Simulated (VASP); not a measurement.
# Hf3C2 (P-3m1) in VASP: vibrations by perturbation theory with PBE

Aim: the vibrations by perturbation theory of Hf3C2 with PBE.

All numbers are computed with VASP 6.6.1; they aren't measurements. Logs are shortened: lines on timing, memory, paths and dates and some standing lists are left out, and cuts for length are marked.

### Step 1. The cell of the first run

The structure is trigonal, space group P-3m1 (No. 164). Conventional cell: a = 3.306 Å, b = 3.306 Å, c = 7.941 Å, α = 90.00°, β = 90.00°, γ = 120.00°. Hf (site symmetry -3m) has 6 C at 2.36 Å and 12 Hf at 3.19 to 3.31 Å within 3.4 Å. Hf (site symmetry 3m) has 3 C at 2.24 Å within 3.0 Å. C (site symmetry 3m) has 6 Hf at 2.24 to 2.36 Å within 3.0 Å.

### Step 2. Vibrations by perturbation theory, PBE

INCAR

```
ALGO     = Normal         # electronic algorithm
EDIFF    = 1E-8           # SCF threshold, eV
ENCUT    = 520            # plane-wave cutoff, eV
GGA      = PE             # functional
IBRION   = 8              # ionic algorithm
ISIF     = 2              # what is computed and relaxed
ISMEAR   = -1             # smearing method
KPAR     = 4            
LASPH    = True           # aspherical terms in the spheres
LCHARG   = False          # write CHGCAR
LREAL    = False          # projectors in reciprocal space
LWAVE    = False          # write WAVECAR
NELM     = 80             # most SCF steps
NSW      = 1              # ionic steps
PREC     = Accurate       # precision mode
SIGMA    = 0.15           # smearing width, eV
```

KPOINTS

```
k-points
0
Gamma
  12 12 6
```

POSCAR

```
Hf3C2
1.0
    3.3055704786      0.0000000000      0.0000000000
   -1.6527852393      2.8627080085      0.0000000000
    0.0000000000      0.0000000000      7.9405629719
Hf C
3 2
Direct
    0.0000000000      0.0000000000      0.0000000000
    0.3333333333      0.6666666667      0.6782787720
    0.6666666667      0.3333333333      0.3217212280
    0.3333333333      0.6666666667      0.1739955056
    0.6666666667      0.3333333333      0.8260044944
```

Potentials or basis: VASP PAW PBE potentials, release 64 (Hf_pv, C).

Started as:

```sh
$ cat potpaw_PBE.64/Hf_pv/POTCAR potpaw_PBE.64/C/POTCAR > POTCAR
$ mpirun -np 4 vasp_std > vasp.out
```

OUTCAR:

```text
EDIFF = 1E-8
   ENCUT = 520
   GGA = PE
   IBRION = 8
   ISIF = 2
   ISMEAR = -1
   LASPH = True
   LREAL = False
   NELM = 80
   NSW = 1
   PREC = Accurate

 ion  position               nearest neighbor table
   1  0.000  0.000  0.000-   4 2.36   5 2.36   5 2.36   4 2.36   5 2.36   4 2.36   2 3.19   3 3.19
                             2 3.19   3 3.19   3 3.19   2 3.19
   2  0.333  0.667  0.678-   5 2.24   5 2.24   5 2.24   1 3.19   1 3.19   1 3.19   3 3.41   3 3.41
                             3 3.41
   3  0.667  0.333  0.322-   4 2.24   4 2.24   4 2.24   1 3.19   1 3.19   1 3.19   2 3.41   2 3.41
                             2 3.41
   4  0.333  0.667  0.174-   3 2.24   3 2.24   3 2.24   1 2.36   1 2.36   1 2.36
   5  0.667  0.333  0.826-   2 2.24   2 2.24   2 2.24   1 2.36   1 2.36   1 2.36

  LATTYP: Found a hexagonal cell.
 ALAT       =     3.3055704786
 C/A-ratio  =     2.4021762728

  Lattice vectors:

 A1 = (   3.3055704786,   0.0000000000,   0.0000000000)
 A2 = (  -1.6527852393,   2.8627080085,   0.0000000000)
 A3 = (   0.0000000000,   0.0000000000,   7.9405629719)

Analysis of symmetry for initial positions (statically):
=====================================================================
 Subroutine PRICEL returns:
 Original cell was already a primitive cell.

 Routine SETGRP: Setting up the symmetry group for a
 hexagonal supercell.

 Subroutine GETGRP returns: Found 12 space group operations
 (whereof 12 operations were pure point group operations)
 out of a pool of 24 trial point group operations.

The static configuration has the point symmetry D_3d.

Analysis of symmetry for dynamics (positions and initial velocities):
=====================================================================
 Subroutine PRICEL returns:
 Original cell was already a primitive cell.

 Routine SETGRP: Setting up the symmetry group for a
 hexagonal supercell.

 Subroutine GETGRP returns: Found 12 space group operations
 (whereof 12 operations were pure point group operations)
 out of a pool of 24 trial point group operations.

The dynamic configuration has the point symmetry D_3d.

 Subroutine INISYM returns: Found 12 space group operations
 (whereof 12 operations are pure point group operations),
 and found     1 'primitive' translations

----------------------------------------------------------------------------------------

                                     Primitive cell

  volume of cell :      75.1406

  direct lattice vectors                    reciprocal lattice vectors
     3.305570479  0.000000000  0.000000000     0.302519643  0.174659797  0.000000000
    -1.652785239  2.862708008  0.000000000     0.000000000  0.349319594  0.000000000
     0.000000000  0.000000000  7.940562972     0.000000000  0.000000000  0.125935655
[... 776 lines left out ...]
  Direction    XX          YY          ZZ          XY          YZ          ZX
  --------------------------------------------------------------------------------------
  -------------------------------------------------------------------------------------
  Total       -0.3187090     -0.3187090     -0.2972610      0.0000000      0.0000000      0.0000000
  in kB       -6.7956373     -6.7956373     -6.3383139      0.0000000      0.0000000      0.0000000
  external PRESSURE =      -6.6431961 kB  Pullay stress =       0.0000000 kB

 VOLUME and BASIS-vectors are now :
 -----------------------------------------------------------------------------
  energy-cutoff  :      520.00
  volume of cell :       75.14
      direct lattice vectors                 reciprocal lattice vectors
     3.305570479  0.000000000  0.000000000     0.302519643  0.174659797  0.000000000
    -1.652785239  2.862708008  0.000000000     0.000000000  0.349319594  0.000000000
     0.000000000  0.000000000  7.940562972     0.000000000  0.000000000  0.125935655

 POSITION                                       TOTAL-FORCE (eV/Angst)
 -----------------------------------------------------------------------------------
      0.00000      0.00000      0.00000        -0.000000      0.000000      0.000000
     -0.00000      1.90847      5.38592        -0.000000      0.000000      0.062209
      1.65279      0.95424      2.55465         0.000000     -0.000000     -0.062209
     -0.00000      1.90847      1.38162         0.000000      0.000000      0.005266
      1.65279      0.95424      6.55894         0.000000      0.000000     -0.005266
 -----------------------------------------------------------------------------------
    total drift:                               -0.000000      0.000000      0.000000

  FREE ENERGIE OF THE ION-ELECTRON SYSTEM (eV)
  ---------------------------------------------------
  free  energy   TOTEN  =       -52.2380761324 eV

  energy  without entropy=      -52.0669832176  energy(sigma->0) =      -52.15252967

[... ionic steps 2 to 12 ...]

--------------------------------------- Ionic step       13  -------------------------------------------

------------------------ aborting loop because EDIFF is reached ----------------------------------------

[... ionic steps 14 to 14 ...]

--------------------------------------- Ionic step       15  -------------------------------------------

 Free energy of the ion-electron system (eV)
  ---------------------------------------------------
  ---------------------------------------------------
  free energy    TOTEN  =        -0.13182883 eV

  energy without entropy =       -0.13182580

------------------------ aborting loop because EDIFF is reached ----------------------------------------

 INTERNAL STRAIN TENSOR  FOR ION    4  DIRECTION 3   (eV/Angst):
 -----------------------------------------------------------------------------
     2.96773  0.00000  0.00000
     0.00000  2.96773  0.00000
    -0.00000  0.00000 -1.13640

 INTERNAL STRAIN TENSOR FOR ION    5 for displacements in x,y,z  (eV/Angst):
          X           Y           Z          XY          YZ          ZX
  --------------------------------------------------------------------------------
  x     0.00000     0.00000     0.00000     1.60956     0.00000    -0.13535
  y     1.60956    -1.60956     0.00000     0.00000    -0.21346     0.00000
  z    -2.96773    -2.96773     1.13640     0.00000     0.00000     0.00000

 SECOND DERIVATIVES (NOT SYMMETRIZED)
 ------------------------------------
               1X          1Y          1Z          2X          2Y          2Z          3X          3Y          3Z          4X          4Y          4Z          5X          5Y          5Z
  1X   -12.686767    0.000000    0.000000    1.040081    0.000000    0.000000    1.040081    0.000000    0.000000    5.303303    0.000000    0.000000    5.303303    0.000000    0.000000
  1Y     0.000000  -12.686767    0.000000    0.000000    1.040081    0.000000    0.000000    1.040081    0.000000    0.000000    5.303303    0.000000    0.000000    5.303303    0.000000
  1Z     0.000000    0.000000  -16.824276    0.000000    0.000000    6.899755    0.000000    0.000000    6.899755    0.000000    0.000000    1.512383    0.000000    0.000000    1.512383
  2X     1.040798    0.000000    0.000000   -9.382202    0.000000    0.000000    0.494544    0.000000    0.000000   -0.034178    0.000000    0.000000    7.881037    0.000000    0.000000
  2Y     0.000000    1.040798    0.000000    0.000000   -9.382202   -0.000000    0.000000    0.494544   -0.000000    0.000000   -0.034178   -0.000000    0.000000    7.881037    0.000000
  2Z    -0.000000    0.000000    6.899076    0.000000    0.000000  -14.619177    0.000000    0.000000    0.859114    0.000000   -0.000000    0.891835    0.000000   -0.000000    5.969153
  3X     1.040798    0.000000    0.000000    0.494544    0.000000    0.000000   -9.382202    0.000000    0.000000    7.881037    0.000000    0.000000   -0.034178    0.000000    0.000000
  3Y     0.000000    1.040798    0.000000    0.000000    0.494544   -0.000000    0.000000   -9.382202   -0.000000    0.000000    7.881037    0.000000    0.000000   -0.034178   -0.000000
  3Z    -0.000000    0.000000    6.899076    0.000000    0.000000    0.859114    0.000000    0.000000  -14.619177    0.000000   -0.000000    5.969153    0.000000   -0.000000    0.891835
  4X     5.302119    0.000000    0.000000   -0.036960    0.000000    0.000000    7.880288    0.000000    0.000000  -13.622374    0.000000    0.000000    0.476926    0.000000    0.000000
  4Y     0.000000    5.302119   -0.000000    0.000000   -0.036960    0.000000    0.000000    7.880288    0.000000   -0.000000  -13.622374    0.000000    0.000000    0.476926    0.000000
  4Z     0.000000    0.000000    1.508750    0.000000    0.000000    0.873014    0.000000    0.000000    5.967439    0.000000    0.000000  -11.613724    0.000000   -0.000000    3.264521
  5X     5.302119    0.000000    0.000000    7.880288    0.000000    0.000000   -0.036960    0.000000    0.000000    0.476926    0.000000    0.000000  -13.622374    0.000000    0.000000
  5Y     0.000000    5.302119   -0.000000    0.000000    7.880288    0.000000    0.000000   -0.036960    0.000000    0.000000    0.476926    0.000000   -0.000000  -13.622374    0.000000
  5Z     0.000000    0.000000    1.508750    0.000000    0.000000    5.967439    0.000000    0.000000    0.873014    0.000000   -0.000000    3.264521    0.000000    0.000000  -11.613724

 Eigenvectors and eigenvalues of the dynamical matrix
 ----------------------------------------------------

   1 f  =   17.472257 THz   109.781425 2PiTHz  582.811744 cm-1    72.259414 meV
             X         Y         Z           dx          dy          dz
      0.000000  0.000000  0.000000    -0.000000    0.000000   -0.000000
     -0.000000  1.908472  5.385915    -0.000000    0.000000   -0.066524
      1.652785  0.954236  2.554648     0.000000   -0.000000    0.066524
     -0.000000  1.908472  1.381622    -0.000000    0.000000   -0.703971
      1.652785  0.954236  6.558941     0.000000   -0.000000    0.703971
[... 105 lines left out ...]
  15 f/i=    0.003908 THz     0.024557 2PiTHz    0.130371 cm-1     0.016164 meV
             X         Y         Z           dx          dy          dz
      0.000000  0.000000  0.000000     0.000000    0.000000    0.564786
     -0.000000  1.908472  5.385915     0.000000    0.000000    0.564784
      1.652785  0.954236  2.554648     0.000000    0.000000    0.564784
     -0.000000  1.908472  1.381622     0.000000    0.000000    0.146721
      1.652785  0.954236  6.558941     0.000000    0.000000    0.146721

--------------------------------------------------------------------------------------------------------

 ELASTIC MODULI CONTR FROM IONIC RELAXATION (kBar)
 Direction    XX          YY          ZZ          XY          YZ          ZX
 --------------------------------------------------------------------------------
 XX        -268.0412   -110.7554   -348.9449     -0.0000    297.1859      0.0000
 YY        -110.7554   -268.0412   -348.9449      0.0000   -297.1859     -0.0000
 ZZ        -348.9449   -348.9449   -787.1255     -0.0000     -0.0000      0.0000
 XY          -0.0000      0.0000     -0.0000    -78.6429      0.0000    251.0484
 YZ         297.1859   -297.1859     -0.0000      0.0000  -1238.7543     -0.0000
 ZX           0.0000     -0.0000      0.0000    251.0484     -0.0000   -885.4874
 --------------------------------------------------------------------------------
```

It took 55 min on 4 MPI ranks of Oxide Virtual Turin-like, shared host; peak memory 1.5 GiB.

What came out:

| Item | Value |
| --- | --- |
| Highest phonon frequency at Γ | 583 cm⁻¹ |

Phonon frequencies in cm⁻¹ (negative: imaginary):
| q point | frequencies |
| --- | --- |
| (0.000, 0.000, 0.000) | 0 0 0 90 90 139 139 144 192 446 558 558 571 571 583 |

Caveat: spin-orbit coupling is left out, which moves the levels of the heavy elements.
